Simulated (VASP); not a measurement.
# HfH8 (F-43m) in VASP: further runs

Runs on HfH8. Level: PBE. Tasks: single point, relaxation of cell and atoms.

All numbers are computed with VASP 6.6.1; they aren't measurements. Logs are shortened: lines on timing, memory, paths and dates and some standing lists are left out, and cuts for length are marked.

**1. The cell of the first run**

The structure is cubic, space group F-43m (No. 216). The conventional cell has a = 5.782 Å, b = 5.782 Å, c = 5.782 Å, α = 90.00°, β = 90.00°, γ = 90.00°. Hf (site symmetry -43m) has 16 H at 2.04 to 2.50 Å within 2.7 Å. H (site symmetry 2mm) has 1 H at 1.47 Å within 2.0 Å. H (site symmetry -43m) has 16 H at 2.04 to 2.50 Å within 2.7 Å. Within 2.0 Å of H (site symmetry -43m) lie 6 H at 1.47 Å.

**2. Single point, PBE**

Input file INCAR:

```
SYSTEM = HfH8
PREC = Accurate
ENCUT = 520
EDIFF = 1E-6
ISMEAR = 0
SIGMA = 0.1
LREAL = .False.
LASPH = .True.
NELM = 100
ALGO = Normal
ISIF = 2
LWAVE = .False.
LCHARG = .True.
GGA = PE
LELF = .True.
LVHAR = .True.
NBANDS = 19
```

Input file KPOINTS:

```
Automatic mesh
0
Gamma
  12 12 12
  0 0 0
```

Input file POSCAR:

```
HfH8
1.0
    0.0000000000      2.8910259313      2.8910259313
    2.8910259313      0.0000000000      2.8910259313
    2.8910259313      2.8910259313      0.0000000000
Hf H
1 8
Direct
    0.2500000000      0.2500000000      0.2500000000
    0.7549032304      0.2450967696      0.2450967696
    0.2450967696      0.7549032304      0.7549032304
    0.7549032304      0.2450967696      0.7549032304
    0.2450967696      0.7549032304      0.2450967696
    0.7549032304      0.7549032304      0.2450967696
    0.2450967696      0.2450967696      0.7549032304
    0.7500000000      0.7500000000      0.7500000000
    0.5000000000      0.5000000000      0.5000000000
```

Potentials or basis: VASP PAW PBE potentials, release 64 (Hf_pv, H).

Command:

```sh
$ cat potpaw_PBE.64/Hf_pv/POTCAR potpaw_PBE.64/H/POTCAR > POTCAR
$ mpirun -np 1 vasp_std > vasp.out
```

OUTCAR:

```text
SYSTEM = HfH8
   PREC = Accurate
   ENCUT = 520
   EDIFF = 1E-6
   ISMEAR = 0
   LREAL = .False.
   LASPH = .True.
   NELM = 100
   ISIF = 2
   GGA = PE

 ion  position               nearest neighbor table
   1  0.250  0.250  0.250-   2 2.04   4 2.04   6 2.04   3 2.04   5 2.04   6 2.04   3 2.04   4 2.04
                             7 2.04   2 2.04   5 2.04   7 2.04
   2  0.755  0.245  0.245-   1 2.04   1 2.04
   3  0.245  0.755  0.755-   1 2.04   1 2.04
   4  0.755  0.245  0.755-   1 2.04   1 2.04
   5  0.245  0.755  0.245-   1 2.04   1 2.04
   6  0.755  0.755  0.245-   1 2.04   1 2.04
   7  0.245  0.245  0.755-   1 2.04   1 2.04
   8  0.750  0.750  0.750-
   9  0.500  0.500  0.500-

  LATTYP: Found a face centered cubic cell.
 ALAT       =     5.7820518626

  Lattice vectors:

 A1 = (   0.0000000000,   2.8910259313,   2.8910259313)
 A2 = (   2.8910259313,   0.0000000000,   2.8910259313)
 A3 = (   2.8910259313,   2.8910259313,   0.0000000000)

Analysis of symmetry for initial positions (statically):
=====================================================================
 Subroutine PRICEL returns:
 Original cell was already a primitive cell.

 Routine SETGRP: Setting up the symmetry group for a
 face centered cubic supercell.

 Subroutine GETGRP returns: Found 24 space group operations
 (whereof 24 operations were pure point group operations)
 out of a pool of 48 trial point group operations.

The static configuration has the point symmetry T_d .

Analysis of symmetry for dynamics (positions and initial velocities):
=====================================================================
 Subroutine PRICEL returns:
 Original cell was already a primitive cell.

 Routine SETGRP: Setting up the symmetry group for a
 face centered cubic supercell.

 Subroutine GETGRP returns: Found 24 space group operations
 (whereof 24 operations were pure point group operations)
 out of a pool of 48 trial point group operations.

The dynamic configuration has the point symmetry T_d .

 Subroutine INISYM returns: Found 24 space group operations
 (whereof 24 operations are pure point group operations),
 and found     1 'primitive' translations

----------------------------------------------------------------------------------------

                                     Primitive cell

  volume of cell :      48.3266

  direct lattice vectors                    reciprocal lattice vectors
     0.000000000  2.891025931  2.891025931    -0.172948985  0.172948985  0.172948985
     2.891025931  0.000000000  2.891025931     0.172948985 -0.172948985  0.172948985
     2.891025931  2.891025931  0.000000000     0.172948985  0.172948985 -0.172948985

  length of vectors
     4.088528081  4.088528081  4.088528081     0.299556429  0.299556429  0.299556429

  position of ions in fractional coordinates (direct lattice)
     0.250000000  0.250000000  0.250000000
     0.754903230  0.245096770  0.245096770
     0.245096770  0.754903230  0.754903230
     0.754903230  0.245096770  0.754903230
     0.245096770  0.754903230  0.245096770
     0.754903230  0.754903230  0.245096770
     0.245096770  0.245096770  0.754903230
     0.750000000  0.750000000  0.750000000
     0.500000000  0.500000000  0.500000000

  ion indices of the primitive-cell ions
   primitive index   ion index
                 1           1
                 2           2
                 3           3
                 4           4
                 5           5
                 6           6
                 7           7
                 8           8
                 9           9

----------------------------------------------------------------------------------------

 KPOINTS: Automatic mesh

Automatic generation of k-mesh.
 Grid dimensions read from file:
 generate k-points for:   12   12   12

 Generating k-lattice:

  Cartesian coordinates                     Fractional coordinates (reciprocal lattice)
    -0.014412415  0.014412415  0.014412415     0.083333333  0.000000000  0.000000000
     0.014412415 -0.014412415  0.014412415     0.000000000  0.083333333  0.000000000
     0.014412415  0.014412415 -0.014412415     0.000000000  0.000000000  0.083333333

  Length of vectors
     0.024963036  0.024963036  0.024963036

  Shift w.r.t. Gamma in fractional coordinates (k-lattice)
     0.000000000  0.000000000  0.000000000

 Subroutine IBZKPT returns following result:
 ===========================================

 Found     72 irreducible k-points:

 Following reciprocal coordinates:
            Coordinates               Weight
  0.000000  0.000000  0.000000      1.000000
  0.083333  0.000000  0.000000      8.000000
  0.166667  0.000000  0.000000      8.000000
  0.250000  0.000000  0.000000      8.000000
  0.333333  0.000000  0.000000      8.000000
  0.416667  0.000000  0.000000      8.000000
[... 16 lines left out ...]
  0.500000  0.166667  0.000000     24.000000
 -0.416667  0.166667  0.000000     24.000000
 [... further k-points ...]
   k-points           NKPTS =     72   k-points in BZ     NKDIM =     72   number of bands    NBANDS=     19
   number of dos      NEDOS =    301   number of ions     NIONS =      9
   total plane-waves  NPLWV =  27000
   dimension x,y,z NGX =    30 NGY =   30 NGZ =   30
   dimension x,y,z NGXF=    60 NGYF=   60 NGZF=   60
   ions per type =               1   8
   NGX,Y,Z   is equivalent  to a cutoff of  12.20, 12.20, 12.20 a.u.
   NGXF,Y,Z  is equivalent  to a cutoff of  24.40, 24.40, 24.40 a.u.
 SYSTEM =  HfH8
   PREC   = accura    normal or accurate (medium, high low for compatibility)
   ISTART =      0    job   : 0-new  1-cont  2-samecut
   ICHARG =      2    charge: 1-file 2-atom 10-const
   ISPIN  =      1    spin polarized calculation?
   LNONCOLLINEAR =      F non collinear calculations
   LSORBIT =      F    spin-orbit coupling
   LASPH  =      T    aspherical Exc in radial PAW
   ENCUT  =  520.0 eV  38.22 Ry    6.18 a.u.   7.60  7.60  7.60*2*pi/ulx,y,z
   NELM   =    100;   NELMIN=  2; NELMDL= -5     # of ELM steps
   EDIFF  = 0.1E-05   stopping-criterion for ELM
   LREAL  =      F    real-space projection
   EDIFFG = 0.1E-04   stopping-criterion for IOM
   NSW    =      0    number of steps for IOM
   IBRION =     -1    ionic relax: 0-MD 1-quasi-New 2-CG
   NFREE  =      0    steps in history (QN), initial steepest desc. (CG)
   ISIF   =      2    stress and relaxation
   ISYM   =      2    0-nonsym 1-usesym 2-fastsym
   POTIM  = 0.5000    time-step for ionic-motion
   TEBEG  =    0.0;   TEEND  =   0.0 temperature during run
   PSTRESS=    0.0 pullay stress
   NELECT =      18.0000    total number of electrons
   NUPDOWN=      -1.0000    fix difference up-down
   EMIN   =  10.00;   EMAX   =-10.00  energy-range for DOS
   EFERMI =   0.00;   METHOD = LEGACY
   ISMEAR =     0;   SIGMA  =   0.10  broadening in eV -4-tet -1-fermi 0-gaus
   EFERMI_NEDOS =   21; number of points for ismear=-14 and -15
   IALGO  =     38    algorithm
   IMIX   =      4    mixing-type and parameters
     AMIX     =   0.40;   BMIX     =  1.00
     AMIX_MAG =   1.60;   BMIX_MAG =  1.00
  volume/ion in A,a.u.               =       5.37        36.24
  Fermi-wavevector in a.u.,A,eV,Ry     =   1.177887  2.225884 18.876969  1.387418
  Thomas-Fermi vector in A             =   2.314226
   LORBIT       =      0    0 simple, 1 ext, 2 COOP (PROOUT), +10 PAW based schemes
   GGA     = PE    functional components
   LHFCALC =     F    Hartree Fock is set to
   AEXX    =    0.0000 exact exchange contribution
   IVDW    =     0    specifies the selected vdW correction
   LEPSILON=     F    determine dielectric tensor
   LRPA    =     F    only Hartree local field effects (RPA)
 non-spin polarized calculation
 Gauss-broadening in eV      SIGMA  =   0.10
  energy-cutoff  :      520.00
  volume of cell :       48.33
 maximum number of plane-waves:      1319
   NGX = 15   NGY = 15   NGZ = 15

 number of electron      18.0000001 magnetization

 Free energy of the ion-electron system (eV)
  ---------------------------------------------------
  ext. energy  EPLUGINS =         0.00000000
  ---------------------------------------------------
  free energy    TOTEN  =       -31.47698157 eV

  energy without entropy =      -31.46092232  energy(sigma->0) =      -31.46895194

 E-fermi :   2.5170     XC(G=0): -10.8132

 val. band max:        2.5088092048   @ k =   0.5000   0.4167   0.0000
 cond. band min:       2.5255072746   @ k =  -0.4167   0.3333   0.0833
 fundamental gap:      0.0166980698
 Fermi energy:         2.5170033940

 k-point     1 :       0.0000    0.0000    0.0000
  band No.  band energies     occupation
      1     -27.9550      2.00000
      2     -27.9550      2.00000
      3     -27.9550      2.00000
      4      -9.2944      2.00000
      5      -1.5242      2.00000
      6      -1.5242      2.00000
[... 11 lines left out ...]
     18      12.4946      0.00000
     19      12.4946      0.00000

 k-point     2 :       0.0833    0.0000    0.0000
  band No.  band energies     occupation
      1     -27.9620      2.00000
      2     -27.9562      2.00000
      3     -27.9562      2.00000
      4      -9.1909      2.00000
      5      -1.8025      2.00000
      6      -1.4562      2.00000
[... 11 lines left out ...]
     18      12.3587      0.00000
     19      12.3587      0.00000

 k-point     3 :       0.1667    0.0000    0.0000
  band No.  band energies     occupation
      1     -27.9812      2.00000
      2     -27.9595      2.00000
      3     -27.9595      2.00000
      4      -8.8882      2.00000
      5      -2.4349      2.00000
      6      -1.2728      2.00000
[... 434 lines left out ...]
      1     -28.0488      2.00000
      2     -27.9881      2.00000
      3     -27.9790      2.00000
      4      -6.7425      2.00000
      5      -4.5992      2.00000
      6      -1.7515      2.00000
[... 11 lines left out ...]
     18      14.7797      0.00000
     19      15.5202      0.00000

 k-point    24 :      -0.4167    0.1667    0.0000
  band No.  band energies     occupation
      1     -28.0497      2.00000
      2     -27.9914      2.00000
      3     -27.9770      2.00000
      4      -6.6419      2.00000
      5      -4.6889      2.00000
      6      -1.8994      2.00000
[... 11 lines left out ...]
     18      14.6471      0.00000
     19      15.5250      0.00000

 [... further k-points ...]
[... 5 lines left out ...]
  --------------------------------------------------------------------------------------
  -------------------------------------------------------------------------------------
  Total       -0.2448923     -0.2448923     -0.2448923      0.0000000     -0.0000000     -0.0000000
  in kB       -8.1189494     -8.1189494     -8.1189494      0.0000000     -0.0000000     -0.0000000
  external PRESSURE =      -8.1189494 kB  Pullay stress =       0.0000000 kB

 VOLUME and BASIS-vectors are now :
 -----------------------------------------------------------------------------
  energy-cutoff  :      520.00
  volume of cell :       48.33
      direct lattice vectors                 reciprocal lattice vectors
     0.000000000  2.891025931  2.891025931    -0.172948985  0.172948985  0.172948985
     2.891025931  0.000000000  2.891025931     0.172948985 -0.172948985  0.172948985
     2.891025931  2.891025931  0.000000000     0.172948985  0.172948985 -0.172948985

 POSITION                                       TOTAL-FORCE (eV/Angst)
 -----------------------------------------------------------------------------------
      1.44551      1.44551      1.44551         0.000000     -0.000000     -0.000000
      1.41716      2.89103      2.89103        -0.000512     -0.000000     -0.000000
      4.36489      2.89103      2.89103         0.000512     -0.000000     -0.000000
      2.89103      4.36489      2.89103        -0.000000      0.000512     -0.000000
      2.89103      1.41716      2.89103        -0.000000     -0.000512     -0.000000
      2.89103      2.89103      4.36489        -0.000000     -0.000000      0.000512
      2.89103      2.89103      1.41716        -0.000000     -0.000000     -0.000512
      4.33654      4.33654      4.33654         0.000000     -0.000000     -0.000000
      2.89103      2.89103      2.89103         0.000000      0.000000     -0.000000
 -----------------------------------------------------------------------------------
    total drift:                               -0.000000     -0.000000      0.000000

  FREE ENERGIE OF THE ION-ELECTRON SYSTEM (eV)
  ---------------------------------------------------
  free  energy   TOTEN  =       -31.4769815713 eV

  energy  without entropy=      -31.4609223183  energy(sigma->0) =      -31.46895194
```

Run time: 68 s. Hardware: 1 thread of Intel Xeon Platinum 8259CL at 2.50GHz (Skylake/Cascade Lake), shared host; peak memory 0.2 GiB.

What came out:

```
Free energy            : -31.4770 eV
Pressure               : -0.8 GPa
Band gap on the k mesh : zero (band 9 reaches 3.12 eV, above the bottom of band 10 at 1.50 eV)
```

Caveat: spin-orbit coupling is left out, which moves the levels of the heavy elements.

**3. Relaxation of cell and atoms, PBE**

This run uses another cell than the first one, of 5.40 Å³/atom, 1.005 times its volume.

Input file INCAR:

```
  PREC = Accurate
  ENCUT = 600
  EDIFF = 1E-6
  ISMEAR = 0
  SIGMA = 0.1
  LREAL = False
  LASPH = True
  NELM = 100
  ALGO = Normal
  ISIF = 3
  LWAVE = False
  LCHARG = False
  GGA = PE
  IBRION = 2
  NSW = 100
  EDIFFG = -0.01
```

Input file KPOINTS:

```
regular mesh
0
Gamma
  12 12 12
```

Input file POSCAR:

```
HfH8
1.0
    0.0000000000      2.8963033700      2.8963033700
    2.8963033700      0.0000000000      2.8963033700
    2.8963033700      2.8963033700      0.0000000000
Hf H
1 8
Direct
    0.2500000000      0.2500000000      0.2500000000
    0.7546204708      0.2453795292      0.2453795292
    0.2453795292      0.7546204708      0.7546204708
    0.7546204708      0.2453795292      0.7546204708
    0.2453795292      0.7546204708      0.2453795292
    0.7546204708      0.7546204708      0.2453795292
    0.2453795292      0.2453795292      0.7546204708
    0.7500000000      0.7500000000      0.7500000000
    0.5000000000      0.5000000000      0.5000000000
```

Potentials or basis: VASP PAW PBE potentials, release 64 (Hf_pv, H).

Command:

```sh
$ cat potpaw_PBE.64/Hf_pv/POTCAR potpaw_PBE.64/H/POTCAR > POTCAR
$ mpirun -np 1 vasp_std > vasp.out
```

Run time: 2 min. Hardware: 1 thread of Intel Xeon Platinum 8259CL at 2.50GHz (Skylake/Cascade Lake), shared host; peak memory 0.24 GiB.

The run converged. Its results:

```yaml
Free_energy: -31.4798 eV
Relaxed_volume: 5.34 Å³/atom
Relaxed_cell: a = 4.081 Å, b = 4.081 Å, c = 4.081 Å, α = 60.00°, β = 60.00°, γ = 60.00°
Space_group_after_relaxing_to_0.05_Å: F-43m (No. 216)
Energy_gained_by_relaxing: 0.2 meV/atom
Ionic_steps: 3
Pressure_after_relaxing: 0.0 GPa
Largest_force_after_relaxing: 0.009 eV/Å
Band_gap_on_the_k_mesh: zero (band 9 reaches 3.16 eV, above the bottom of band 10 at 1.52 eV)
```

Forces on the atoms (eV/Å):
```
Hf   0.000  0.000  0.000
H   -0.009  0.000  0.000
H    0.009  0.000  0.000
H    0.000  0.009  0.000
H    0.000 -0.009  0.000
H    0.000  0.000  0.009
H    0.000  0.000 -0.009
H    0.000  0.000  0.000
H    0.000  0.000  0.000
```

The path:
```
step  energy change (eV)  largest force (eV/Å)  pressure (GPa)  volume (Å³)
   1              0.0000                0.0030           -1.20        48.59
   2             -0.0016                0.0061           -0.57        48.31
   3             -0.0020                0.0089            0.00        48.06
```

Final structure:
```
Hf H
1.0
     0.00000    2.88562    2.88562
     2.88562    0.00000    2.88562
     2.88562    2.88562    0.00000
Hf H
1 8
Cartesian
  1.4428 1.4428 1.4428
  1.4159 2.8856 2.8856
  4.3554 2.8856 2.8856
  2.8856 4.3554 2.8856
  2.8856 1.4159 2.8856
  2.8856 2.8856 4.3554
  2.8856 2.8856 1.4159
  4.3284 4.3284 4.3284
  2.8856 2.8856 2.8856
```

Levels at points of the mesh, in eV from the Fermi level:
```csv
k point,band 7,band 8,band 9,band 10,band 11,band 12
"(0.00, 0.00, 0.00)",-4.06,-1.04,-1.04,-1.03,1.78,7.01
"(0.50, 0.00, 0.00)",-3.28,-1.12,-0.31,-0.31,2.03,2.54
"(0.50, 0.50, 0.00)",-2.66,-2.66,-0.36,2.68,2.72,2.72
```

Caveat: spin-orbit coupling is left out, which moves the levels of the heavy elements.
